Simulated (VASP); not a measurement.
# C (Fd-3m) in VASP: further runs

C is run at these levels: LDA; tasks: single point.

Program: VASP 6.6.1. These are calculated values, not measurements. Logs are shortened: lines on timing, memory, paths and dates and some standing lists are left out, and cuts for length are marked.

## 1. The cell of the first run

It takes space group Fd-3m (No. 227, cubic). Conventional cell: a = 3.560 Å, b = 3.560 Å, c = 3.560 Å, α = 90.00°, β = 90.00°, γ = 90.00°. C (site symmetry -43m) has 4 C at 1.54 Å within 2.1 Å.

## 2. Single point, LDA

INCAR reads:

```
SYSTEM = C
ALGO     = Normal         ! electronic algorithm
EDIFF    = 1E-6           ! SCF threshold, eV
ENCUT    = 600            ! plane-wave cutoff, eV
GGA      = CA             ! functional
GGA_COMPAT= .FALSE.      
ISIF     = 2              ! what is computed and relaxed
ISMEAR   = 0              ! smearing method
LASPH    = .TRUE.         ! aspherical terms in the spheres
LCHARG   = .FALSE.        ! write CHGCAR
LREAL    = .FALSE.        ! projectors in reciprocal space
LWAVE    = .FALSE.        ! write WAVECAR
NBANDS   = 11             ! bands
NELM     = 120            ! most SCF steps
PREC     = Accurate       ! precision mode
SIGMA    = 0.1            ! smearing width, eV
```

KPOINTS reads:

```
k-points
0
G
  8 8 8
  0 0 0
```

POSCAR reads:

```
C
1.0
    0.0000000000      1.7800000000      1.7800000000
    1.7800000000      0.0000000000      1.7800000000
    1.7800000000      1.7800000000      0.0000000000
C
2
Direct
    0.0000000000      0.0000000000      0.0000000000
    0.2500000000      0.2500000000      0.2500000000
```

Potentials or basis: VASP PAW LDA potentials, release 64 (C).

Command:

```bash
$ cat potpaw_LDA.64/C/POTCAR > POTCAR
$ mpirun -np 1 vasp_std > vasp.out
```

OUTCAR:

```text
SYSTEM = C
   EDIFF = 1E-6
   ENCUT = 600
   GGA = CA
   ISIF = 2
   ISMEAR = 0
   LASPH = .TRUE.
   LREAL = .FALSE.
   NELM = 120
   PREC = Accurate

 ion  position               nearest neighbor table
   1  0.000  0.000  0.000-   2 1.54   2 1.54   2 1.54   2 1.54
   2  0.250  0.250  0.250-   1 1.54   1 1.54   1 1.54   1 1.54

  LATTYP: Found a face centered cubic cell.
 ALAT       =     3.5600000000

  Lattice vectors:

 A1 = (   0.0000000000,   1.7800000000,   1.7800000000)
 A2 = (   1.7800000000,   0.0000000000,   1.7800000000)
 A3 = (   1.7800000000,   1.7800000000,   0.0000000000)

Analysis of symmetry for initial positions (statically):
=====================================================================
 Subroutine PRICEL returns:
 Original cell was already a primitive cell.

 Routine SETGRP: Setting up the symmetry group for a
 face centered cubic supercell.

 Subroutine GETGRP returns: Found 48 space group operations
 (whereof 24 operations were pure point group operations)
 out of a pool of 48 trial point group operations.

The static configuration has the point symmetry T_d .
 The point group associated with its full space group is O_h .

Analysis of symmetry for dynamics (positions and initial velocities):
=====================================================================
 Subroutine PRICEL returns:
 Original cell was already a primitive cell.

 Routine SETGRP: Setting up the symmetry group for a
 face centered cubic supercell.

 Subroutine GETGRP returns: Found 48 space group operations
 (whereof 24 operations were pure point group operations)
 out of a pool of 48 trial point group operations.

The dynamic configuration has the point symmetry T_d .
 The point group associated with its full space group is O_h .

 Subroutine INISYM returns: Found 48 space group operations
 (whereof 24 operations are pure point group operations),
 and found     1 'primitive' translations

----------------------------------------------------------------------------------------

                                     Primitive cell

  volume of cell :      11.2795

  direct lattice vectors                    reciprocal lattice vectors
     0.000000000  1.780000000  1.780000000    -0.280898876  0.280898876  0.280898876
     1.780000000  0.000000000  1.780000000     0.280898876 -0.280898876  0.280898876
     1.780000000  1.780000000  0.000000000     0.280898876  0.280898876 -0.280898876

  length of vectors
     2.517300141  2.517300141  2.517300141     0.486531126  0.486531126  0.486531126

  position of ions in fractional coordinates (direct lattice)
     0.000000000  0.000000000  0.000000000
     0.250000000  0.250000000  0.250000000

  ion indices of the primitive-cell ions
   primitive index   ion index
                 1           1
                 2           2

----------------------------------------------------------------------------------------

 KPOINTS: k-points

Automatic generation of k-mesh.
 Grid dimensions read from file:
 generate k-points for:    8    8    8

 Generating k-lattice:

  Cartesian coordinates                     Fractional coordinates (reciprocal lattice)
    -0.035112360  0.035112360  0.035112360     0.125000000  0.000000000  0.000000000
     0.035112360 -0.035112360  0.035112360     0.000000000  0.125000000  0.000000000
     0.035112360  0.035112360 -0.035112360     0.000000000  0.000000000  0.125000000

  Length of vectors
     0.060816391  0.060816391  0.060816391

  Shift w.r.t. Gamma in fractional coordinates (k-lattice)
     0.000000000  0.000000000  0.000000000

 Subroutine IBZKPT returns following result:
 ===========================================

 Found     29 irreducible k-points:

 Following reciprocal coordinates:
            Coordinates               Weight
  0.000000  0.000000  0.000000      1.000000
  0.125000  0.000000  0.000000      8.000000
  0.250000  0.000000  0.000000      8.000000
  0.375000  0.000000  0.000000      8.000000
  0.500000  0.000000  0.000000      4.000000
  0.125000  0.125000  0.000000      6.000000
[... 16 lines left out ...]
  0.500000  0.250000  0.125000     48.000000
 -0.375000  0.250000  0.125000     24.000000
 [... further k-points ...]
   k-points           NKPTS =     29   k-points in BZ     NKDIM =     29   number of bands    NBANDS=     11
   number of dos      NEDOS =    301   number of ions     NIONS =      2
   total plane-waves  NPLWV =   8000
   dimension x,y,z NGX =    20 NGY =   20 NGZ =   20
   dimension x,y,z NGXF=    40 NGYF=   40 NGZF=   40
   ions per type =               2
   NGX,Y,Z   is equivalent  to a cutoff of  13.21, 13.21, 13.21 a.u.
   NGXF,Y,Z  is equivalent  to a cutoff of  26.42, 26.42, 26.42 a.u.
 SYSTEM =  C
   PREC   = accura    normal or accurate (medium, high low for compatibility)
   ISTART =      0    job   : 0-new  1-cont  2-samecut
   ICHARG =      2    charge: 1-file 2-atom 10-const
   ISPIN  =      1    spin polarized calculation?
   LNONCOLLINEAR =      F non collinear calculations
   LSORBIT =      F    spin-orbit coupling
   LASPH  =      T    aspherical Exc in radial PAW
   ENCUT  =  600.0 eV  44.10 Ry    6.64 a.u.   5.03  5.03  5.03*2*pi/ulx,y,z
   NELM   =    120;   NELMIN=  2; NELMDL= -5     # of ELM steps
   EDIFF  = 0.1E-05   stopping-criterion for ELM
   LREAL  =      F    real-space projection
   EDIFFG = 0.1E-04   stopping-criterion for IOM
   NSW    =      0    number of steps for IOM
   IBRION =     -1    ionic relax: 0-MD 1-quasi-New 2-CG
   NFREE  =      0    steps in history (QN), initial steepest desc. (CG)
   ISIF   =      2    stress and relaxation
   ISYM   =      2    0-nonsym 1-usesym 2-fastsym
   POTIM  = 0.5000    time-step for ionic-motion
   TEBEG  =    0.0;   TEEND  =   0.0 temperature during run
   PSTRESS=    0.0 pullay stress
   NELECT =       8.0000    total number of electrons
   NUPDOWN=      -1.0000    fix difference up-down
   EMIN   =  10.00;   EMAX   =-10.00  energy-range for DOS
   EFERMI =   0.00;   METHOD = LEGACY
   ISMEAR =     0;   SIGMA  =   0.10  broadening in eV -4-tet -1-fermi 0-gaus
   EFERMI_NEDOS =   21; number of points for ismear=-14 and -15
   IALGO  =     38    algorithm
   IMIX   =      4    mixing-type and parameters
     AMIX     =   0.40;   BMIX     =  1.00
     AMIX_MAG =   1.60;   BMIX_MAG =  1.00
  volume/ion in A,a.u.               =       5.64        38.06
  Fermi-wavevector in a.u.,A,eV,Ry     =   1.459962  2.758928 29.000661  2.131488
  Thomas-Fermi vector in A             =   2.576467
   LORBIT       =      0    0 simple, 1 ext, 2 COOP (PROOUT), +10 PAW based schemes
   GGA     = CA    functional components
   LHFCALC =     F    Hartree Fock is set to
   AEXX    =    0.0000 exact exchange contribution
   IVDW    =     0    specifies the selected vdW correction
   LEPSILON=     F    determine dielectric tensor
   LRPA    =     F    only Hartree local field effects (RPA)
 non-spin polarized calculation
 Gauss-broadening in eV      SIGMA  =   0.10
  energy-cutoff  :      600.00
  volume of cell :       11.28
 maximum number of plane-waves:       388
   NGX =  9   NGY =  9   NGZ =  9

 number of electron       7.9999999 magnetization

 Free energy of the ion-electron system (eV)
  ---------------------------------------------------
  ext. energy  EPLUGINS =         0.00000000
  ---------------------------------------------------
  free energy    TOTEN  =       -20.24484973 eV

  energy without entropy =      -20.24484973  energy(sigma->0) =      -20.24484973

 E-fermi :  10.3502     XC(G=0): -13.5270

 val. band max:        9.8055683078   @ k =   0.0000   0.0000   0.0000
 cond. band min:      13.9188256040   @ k =   0.3750   0.3750   0.0000
 fundamental gap:      4.1132572962
 Fermi energy:        10.3502260039

 k-point     1 :       0.0000    0.0000    0.0000
  band No.  band energies     occupation
      1     -11.5882      2.00000
      2       9.8056      2.00000
      3       9.8056      2.00000
      4       9.8056      2.00000
      5      15.3642      0.00000
      6      15.3642      0.00000
      7      15.3642      0.00000
      8      23.4912      0.00000
      9      28.8843      0.00000
     10      36.5004      0.00000
     11      36.5004      0.00000

 k-point     2 :       0.1250    0.0000    0.0000
  band No.  band energies     occupation
      1     -11.1549      2.00000
      2       7.4060      2.00000
      3       9.1509      2.00000
      4       9.1509      2.00000
      5      16.2225      0.00000
      6      16.2225      0.00000
      7      16.6766      0.00000
      8      23.7734      0.00000
      9      29.5129      0.00000
     10      33.2733      0.00000
     11      33.2733      0.00000

 k-point     3 :       0.2500    0.0000    0.0000
  band No.  band energies     occupation
      1      -9.8673      2.00000
      2       3.2442      2.00000
      3       8.0562      2.00000
      4       8.0562      2.00000
      5      17.5568      0.00000
      6      17.5568      0.00000
      7      18.0506      0.00000
      8      24.4850      0.00000
      9      30.2754      0.00000
     10      32.1696      0.00000
     11      32.1696      0.00000
[... 267 lines left out ...]
 k-point    23 :       0.5000    0.2500    0.1250
  band No.  band energies     occupation
      1      -6.6966      2.00000
      2       0.0058      2.00000
      3       3.5415      2.00000
      4       5.7125      2.00000
      5      17.7229      0.00000
      6      19.4137      0.00000
      7      22.2656      0.00000
      8      23.0818      0.00000
      9      29.7342      0.00000
     10      32.0343      0.00000
     11      35.7844      0.00000

 k-point    24 :      -0.3750    0.2500    0.1250
  band No.  band energies     occupation
      1      -4.7094      2.00000
      2      -2.5792      2.00000
      3       3.5227      2.00000
      4       5.0915      2.00000
      5      17.9972      0.00000
      6      19.3057      0.00000
      7      22.9165      0.00000
      8      24.5880      0.00000
      9      27.9095      0.00000
     10      33.5243      0.00000
     11      36.0235      0.00000

 [... further k-points ...]

------------------------ aborting loop because EDIFF is reached ----------------------------------------

  FORCE on cell =-STRESS in cart. coord.  units (eV):
  Direction    XX          YY          ZZ          XY          YZ          ZX
  --------------------------------------------------------------------------------------
  -------------------------------------------------------------------------------------
  Total       -0.6999227     -0.6999227     -0.6999227      0.0000000      0.0000000      0.0000000
  in kB      -99.4192924    -99.4192924    -99.4192924      0.0000000      0.0000000      0.0000000
  external PRESSURE =     -99.4192924 kB  Pullay stress =       0.0000000 kB

 VOLUME and BASIS-vectors are now :
 -----------------------------------------------------------------------------
  energy-cutoff  :      600.00
  volume of cell :       11.28
      direct lattice vectors                 reciprocal lattice vectors
     0.000000000  1.780000000  1.780000000    -0.280898876  0.280898876  0.280898876
     1.780000000  0.000000000  1.780000000     0.280898876 -0.280898876  0.280898876
     1.780000000  1.780000000  0.000000000     0.280898876  0.280898876 -0.280898876

 POSITION                                       TOTAL-FORCE (eV/Angst)
 -----------------------------------------------------------------------------------
      0.00000      0.00000      0.00000        -0.000000     -0.000000     -0.000000
      0.89000      0.89000      0.89000         0.000000      0.000000      0.000000
 -----------------------------------------------------------------------------------
    total drift:                                0.000000      0.000000      0.000000

  FREE ENERGIE OF THE ION-ELECTRON SYSTEM (eV)
  ---------------------------------------------------
  free  energy   TOTEN  =       -20.2448497272 eV

  energy  without entropy=      -20.2448497272  energy(sigma->0) =      -20.24484973
```

Wall time 2.1 s (1 thread of AMD EPYC 9R45 (Zen 5), shared host); peak memory 0.08 GiB.

Results:

- Free energy: -20.2448 eV
- Pressure: -9.9 GPa
- Band gap on the k mesh: 4.11 eV, indirect (least direct gap 5.56 eV)

[end of part 1 of 2]
